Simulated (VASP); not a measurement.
# Ge (Cmcm) in VASP: notebook, part 3 of 3

VASP 6.6.1. Earlier steps stand in the parts before.

## Step 5: Single point, PBEsol (strain +0.0150 x Voigt [0, 1, 0, 0, 0, 0])

Contents of INCAR:

```
SYSTEM = Ge
PREC     = Accurate       ! precision mode
ENCUT    = 520            ! plane-wave cutoff, eV
EDIFF    = 1E-6           ! SCF threshold, eV
ISMEAR   = 0              ! smearing method
SIGMA    = 0.15           ! smearing width, eV
LREAL    = .FALSE.        ! projectors in reciprocal space
LASPH    = .TRUE.         ! aspherical terms in the spheres
NELM     = 100            ! most SCF steps
ALGO     = Normal         ! electronic algorithm
ISIF     = 2              ! what is computed and relaxed
LWAVE    = .FALSE.        ! write WAVECAR
LCHARG   = .FALSE.        ! write CHGCAR
GGA      = PS             ! functional
NBANDS   = 21             ! bands
```

Contents of KPOINTS:

```
Automatic mesh
0
G
  18 18 10
  0 0 0
```

Contents of POSCAR:

```
Ge
1.0
    1.4880529250     -2.6336099541      0.0000000000
    1.4880529250      2.6336099541      0.0000000000
    0.0000000000      0.0000000000      4.7275957900
Ge
2
Direct
    0.6665533700      0.3334466300      0.2500000000
    0.3334466300      0.6665533700      0.7500000000
```

Potentials or basis: VASP PAW PBE potentials, release 64 (Ge_d).

The run is started by

```
$ cat potpaw_PBE.64/Ge_d/POTCAR > POTCAR
$ mpirun -np 1 vasp_std > vasp.out
```

OUTCAR:

```text
SYSTEM = Ge
   PREC = Accurate
   ENCUT = 520
   EDIFF = 1E-6
   ISMEAR = 0
   LREAL = .FALSE.
   LASPH = .TRUE.
   NELM = 100
   ISIF = 2
   GGA = PS

 ion  position               nearest neighbor table
   1  0.667  0.333  0.250-
   2  0.333  0.667  0.750-

  LATTYP: Found a base centered orthorhombic cell.
 ALAT       =     2.9761058500
 B/A-ratio  =     1.7698362134
 C/A-ratio  =     1.5885173540

  Lattice vectors:

 A1 = (   1.4880529250,  -2.6336099541,   0.0000000000)
 A2 = (   1.4880529250,   2.6336099541,   0.0000000000)
 A3 = (   0.0000000000,   0.0000000000,   4.7275957900)

Analysis of symmetry for initial positions (statically):
=====================================================================
 Subroutine PRICEL returns:
 Original cell was already a primitive cell.

 Routine SETGRP: Setting up the symmetry group for a
 base centered orthorhombic supercell.

 Subroutine GETGRP returns: Found  8 space group operations
 (whereof  4 operations were pure point group operations)
 out of a pool of  8 trial point group operations.

The static configuration has the point symmetry C_2h.
 The point group associated with its full space group is D_2h.

Analysis of symmetry for dynamics (positions and initial velocities):
=====================================================================
 Subroutine PRICEL returns:
 Original cell was already a primitive cell.

 Routine SETGRP: Setting up the symmetry group for a
 base centered orthorhombic supercell.

 Subroutine GETGRP returns: Found  8 space group operations
 (whereof  4 operations were pure point group operations)
 out of a pool of  8 trial point group operations.

The dynamic configuration has the point symmetry C_2h.
 The point group associated with its full space group is D_2h.

 Subroutine INISYM returns: Found  8 space group operations
 (whereof  4 operations are pure point group operations),
[... 104 lines left out ...]
   POTIM  = 0.5000    time-step for ionic-motion
   TEBEG  =    0.0;   TEEND  =   0.0 temperature during run
   PSTRESS=    0.0 pullay stress
   NELECT =      28.0000    total number of electrons
   NUPDOWN=      -1.0000    fix difference up-down
   EMIN   =  10.00;   EMAX   =-10.00  energy-range for DOS
   EFERMI =   0.00;   METHOD = LEGACY
   ISMEAR =     0;   SIGMA  =   0.15  broadening in eV -4-tet -1-fermi 0-gaus
   EFERMI_NEDOS =   21; number of points for ismear=-14 and -15
   IALGO  =     38    algorithm
   IMIX   =      4    mixing-type and parameters
     AMIX     =   0.40;   BMIX     =  1.00
     AMIX_MAG =   1.60;   BMIX_MAG =  1.00
  volume/ion in A,a.u.               =      18.53       125.03
  Fermi-wavevector in a.u.,A,eV,Ry     =   1.491125  2.817818 30.251935  2.223454
  Thomas-Fermi vector in A             =   2.603820
   LORBIT       =      0    0 simple, 1 ext, 2 COOP (PROOUT), +10 PAW based schemes
   GGA     = PS    functional components
   LHFCALC =     F    Hartree Fock is set to
   AEXX    =    0.0000 exact exchange contribution
   IVDW    =     0    specifies the selected vdW correction
   LEPSILON=     F    determine dielectric tensor
   LRPA    =     F    only Hartree local field effects (RPA)
 non-spin polarized calculation
 Gauss-broadening in eV      SIGMA  =   0.15
  energy-cutoff  :      520.00
  volume of cell :       37.05
 maximum number of plane-waves:      1019
   NGX = 11   NGY = 11   NGZ = 17

 number of electron      28.0000016 magnetization

 Free energy of the ion-electron system (eV)
  ---------------------------------------------------
  ext. energy  EPLUGINS =         0.00000000
  ---------------------------------------------------
  free energy    TOTEN  =        -9.31968371 eV

  energy without entropy =       -9.30918680  energy(sigma->0) =       -9.31443526

 E-fermi :   6.8668     XC(G=0): -11.5293

 val. band max:        6.8651693816   @ k =   0.3889  -0.0000   0.2000
 cond. band min:       6.8697934974   @ k =  -0.4444   0.1667   0.2000
 fundamental gap:      0.0046241158
 Fermi energy:         6.8668447169

 k-point     1 :       0.0000    0.0000    0.0000
  band No.  band energies     occupation
      1     -17.8122      2.00000
      2     -17.8058      2.00000
      3     -17.7988      2.00000
      4     -17.7962      2.00000
      5     -17.7947      2.00000
      6     -17.7866      2.00000
[... 565 lines left out ...]
     20      19.0836      0.00000
     21      20.2762      0.00000

 [... further k-points ...]
[... 5 lines left out ...]
  --------------------------------------------------------------------------------------
  -------------------------------------------------------------------------------------
  Total       -0.1244123     -0.2669754     -0.0501373      0.0000000     -0.0000000      0.0000000
  in kB       -5.3793976    -11.5436122     -2.1678615      0.0000000     -0.0000000      0.0000000
  external PRESSURE =      -6.3636237 kB  Pullay stress =       0.0000000 kB

 VOLUME and BASIS-vectors are now :
 -----------------------------------------------------------------------------
  energy-cutoff  :      520.00
  volume of cell :       37.05
      direct lattice vectors                 reciprocal lattice vectors
     1.488052925 -2.633609954  0.000000000     0.336009554 -0.189853474  0.000000000
     1.488052925  2.633609954  0.000000000     0.336009554  0.189853474  0.000000000
     0.000000000  0.000000000  4.727595790     0.000000000  0.000000000  0.211524006

 POSITION                                       TOTAL-FORCE (eV/Angst)
 -----------------------------------------------------------------------------------
      1.48805     -0.87727      1.18190         0.000000      0.013826      0.000000
      1.48805      0.87727      3.54570         0.000000     -0.013826     -0.000000
 -----------------------------------------------------------------------------------
    total drift:                               -0.000000     -0.000000      0.000000

  FREE ENERGIE OF THE ION-ELECTRON SYSTEM (eV)
  ---------------------------------------------------
  free  energy   TOTEN  =        -9.3196837149 eV

  energy  without entropy=       -9.3091868047  energy(sigma->0) =       -9.31443526
```

OSZICAR:

```text
N       E                     dE             d eps       ncg     rms          rms(c)
DAV:   1     0.173698588928E+03    0.17370E+03   -0.14243E+04 26591   0.380E+03
DAV:   2     0.139533228462E+02   -0.15975E+03   -0.15465E+03 23142   0.585E+02
DAV:   3    -0.873705621670E+01   -0.22690E+02   -0.22472E+02 25960   0.131E+02
DAV:   4    -0.935392157900E+01   -0.61687E+00   -0.61641E+00 26087   0.249E+01
DAV:   5    -0.936307702723E+01   -0.91554E-02   -0.91552E-02 26047   0.333E+00    0.168E+00
DAV:   6    -0.933173155581E+01    0.31345E-01   -0.32815E-02 31547   0.302E+00    0.881E-01
DAV:   7    -0.932024074078E+01    0.11491E-01   -0.16378E-02 31390   0.174E+00    0.105E-01
DAV:   8    -0.931967446928E+01    0.56627E-03   -0.14196E-03 27119   0.684E-01    0.303E-02
DAV:   9    -0.931968145978E+01   -0.69905E-05   -0.29376E-05 25581   0.637E-02    0.109E-02
DAV:  10    -0.931968389009E+01   -0.24303E-05   -0.13838E-06 22277   0.978E-03    0.427E-04
DAV:  11    -0.931968371492E+01    0.17517E-06   -0.20410E-07 14826   0.788E-03
   1 F= -.93196837E+01 E0= -.93144353E+01  d E =-.104969E-01
```

stdout:

```text
POSCAR found type information on POSCAR Ge
 POSCAR found :  1 types and       2 ions
 scaLAPACK will be used
 -----------------------------------------------------------------------------
|                                                                             |
|                                                                             |
|     You enforced a specific xc type in the INCAR file but a different       |
|     I HOPE YOU KNOW WHAT YOU ARE DOING!                                     |
|                                                                             |
 -----------------------------------------------------------------------------

 LDA part: xc-table for (Slater+PW92), standard interpolation
 POSCAR, INCAR and KPOINTS ok, starting setup
 FFT: planning ... GRIDC
 FFT: planning ... GRID_SOFT
 FFT: planning ... GRID
 WAVECAR not read
 entering main loop
```

Wall time 3.6 min (1 thread of Intel Xeon Platinum 8259CL at 2.50GHz (Skylake/Cascade Lake), shared host); peak memory 0.41 GiB.

Results:

| Property | Result |
| --- | --- |
| Free energy | -9.3197 eV |
| Pressure | -0.6 GPa |
| Largest force | 0.014 eV/Å |
| Band gap on the k mesh | zero (band 14 reaches 13.23 eV, above the bottom of band 15 at 3.83 eV) |

Forces on the atoms (eV/Å):
```
Ge   0.000  0.014  0.000
Ge   0.000 -0.014  0.000
```

Levels at points of the mesh, in eV from the Fermi level:
```tsv
k point	band 11	band 12	band 13	band 14	band 15	band 16	band 17	band 18
(0.00, 0.00, 0.00)	-13.36	-7.47	-5.54	6.16	6.53	8.22	8.63	9.95
(0.50, 0.00, 0.00)	-8.48	-7.16	-2.33	-1.28	-0.92	1.36	2.12	6.13
(0.50, 0.50, 0.00)	-8.72	-7.28	-2.45	-1.35	-1.14	1.26	2.60	6.57
(0.00, 0.00, 0.50)	-11.68	-11.68	1.86	1.86	7.30	7.30	7.66	7.66
(0.50, 0.00, 0.50)	-7.05	-7.05	-4.95	-4.95	3.78	3.78	4.90	4.90
(0.50, 0.50, 0.50)	-7.28	-7.28	-5.03	-5.03	4.26	4.26	4.98	4.98
```

Caveat: the cell differs from its parent crystal (strain +0.0150 x Voigt [0, 1, 0, 0, 0, 0]); the PAW data sets were made with another functional, which shifts forces and pressure a little.

## Step 6: Single point, PBEsol (strain +0.0175 x Voigt [0, 1, 0, 0, 0, 0])

Contents of INCAR:

```
SYSTEM = Ge
PREC     = Accurate       ! precision mode
ENCUT    = 520            ! plane-wave cutoff, eV
EDIFF    = 1E-7           ! SCF threshold, eV
ISMEAR   = 0              ! smearing method
SIGMA    = 0.15           ! smearing width, eV
LREAL    = .False.        ! projectors in reciprocal space
LASPH    = .True.         ! aspherical terms in the spheres
NELM     = 80             ! most SCF steps
ALGO     = Normal         ! electronic algorithm
ISIF     = 2              ! what is computed and relaxed
LWAVE    = .False.        ! write WAVECAR
LCHARG   = .True.         ! write CHGCAR
GGA      = PS             ! functional
LELF     = .True.         ! ELF
LVHAR    = .True.       
NBANDS   = 21             ! bands
```

Contents of KPOINTS:

```
Automatic mesh
0
Gamma
  18 18 10
  0 0 0
```

Contents of POSCAR:

```
Ge
1.0
    1.4880529250     -2.6400966782      0.0000000000
    1.4880529250      2.6400966782      0.0000000000
    0.0000000000      0.0000000000      4.7275957900
Ge
2
Direct
    0.6665533700      0.3334466300      0.2500000000
    0.3334466300      0.6665533700      0.7500000000
```

Potentials or basis: VASP PAW PBE potentials, release 64 (Ge_d).

The run is started by

```
$ cat potpaw_PBE.64/Ge_d/POTCAR > POTCAR
$ mpirun -np 1 vasp_std > vasp.out
```

Run time: 3.5 min. Hardware: 1 thread of Intel Xeon Platinum 8259CL at 2.50GHz (Skylake/Cascade Lake), shared host; peak memory 0.42 GiB.

It converged, with:

```
Free energy            : -9.3190 eV
Pressure               : -0.8 GPa
Largest force          : 0.015 eV/Å
Band gap on the k mesh : zero (band 14 reaches 13.15 eV, above the bottom of band 15 at 3.82 eV)
```

Forces on the atoms (eV/Å):
```
Ge   0.000  0.015  0.000
Ge   0.000 -0.015  0.000
```

Stress tensor (GPa, compression positive):
```
-0.69  0.00  0.00
 0.00 -1.41  0.00
 0.00  0.00 -0.35
```

Levels at points of the mesh, in eV from the Fermi level:
| k point | band 10 | band 11 | band 12 | band 13 | band 14 | band 15 | band 16 | band 17 | band 18 | band 19 |
| --- | --- | --- | --- | --- | --- | --- | --- | --- | --- | --- |
| (0.00, 0.00, 0.00) | -24.57 | -13.34 | -7.45 | -5.52 | 6.10 | 6.51 | 8.16 | 8.62 | 9.93 | 11.02 |
| (0.50, 0.00, 0.00) | -24.57 | -8.47 | -7.15 | -2.32 | -1.26 | -0.91 | 1.36 | 2.08 | 6.10 | 6.86 |
| (0.50, 0.50, 0.00) | -24.56 | -8.73 | -7.29 | -2.45 | -1.34 | -1.15 | 1.26 | 2.62 | 6.59 | 7.38 |
| (0.00, 0.00, 0.50) | -24.60 | -11.66 | -11.66 | 1.87 | 1.87 | 7.25 | 7.25 | 7.65 | 7.65 | 12.21 |
| (0.50, 0.00, 0.50) | -24.57 | -7.04 | -7.04 | -4.94 | -4.94 | 3.74 | 3.74 | 4.89 | 4.89 | 8.44 |
| (0.50, 0.50, 0.50) | -24.57 | -7.30 | -7.30 | -5.02 | -5.02 | 4.28 | 4.28 | 4.97 | 4.97 | 8.72 |

Caveat: the cell differs from its parent crystal (strain +0.0175 x Voigt [0, 1, 0, 0, 0, 0]); the PAW data sets were made with another functional, which shifts forces and pressure a little.

## Step 7: The runs side by side

| cell | gap on the mesh (eV) | pressure (GPa) | largest force (eV/Å) |
| --- | --- | --- | --- |
| a = 3.036, b = 3.036, c = 4.728 Å, angles 90.0, 90.0, 121.3°, 2 atoms | none | -1.0 | 0.02 |
| a = 3.002, b = 3.002, c = 4.728 Å, angles 90.0, 90.0, 120.6°, 2 atoms | none | 0.1 | 0.01 |
| a = 3.014, b = 3.014, c = 4.728 Å, angles 90.0, 90.0, 120.8°, 2 atoms | none | -0.3 | 0.01 |
| a = 3.025, b = 3.025, c = 4.728 Å, angles 90.0, 90.0, 121.1°, 2 atoms | none | -0.6 | 0.01 |
| a = 3.031, b = 3.031, c = 4.728 Å, angles 90.0, 90.0, 121.2°, 2 atoms | none | -0.8 | 0.02 |

Alike in all rows: task single point; level PBEsol; potentials or basis VASP PAW PBE potentials, release 64 (Ge_d); no spin polarisation; k mesh 18 × 18 × 10; cutoff (eV) 520; smearing gaussian 0.15 eV.

Caveats: the PAW data sets were made with another functional, which shifts forces and pressure a little.

Absolute energies hang on the potentials; compare differences alone.
